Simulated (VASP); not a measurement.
Ir:

```
Ir
1.0
     0.00000    1.92696    1.92696
     1.92696    0.00000    1.92696
     1.92696    1.92696    0.00000
Ir
1
Direct
  0.00000 0.00000 0.00000
```

Base run:

- Program: VASP 6.6.1
- Functional: PBE
- Potentials or basis: VASP PAW PBE potentials, release 64 (Ir)
- Cutoff: 500 eV
- k mesh: 10 × 10 × 10
- Occupations: fermi-dirac, width 0.23 eV
- Spin: no spin polarisation

Its results: pressure 6.7 GPa.

Q: The run is repeated on the same cell with these changes: occupations from fermi-dirac, width 0.23 eV to tetrahedron. What comes out?

A: Pressure 7.1 GPa.
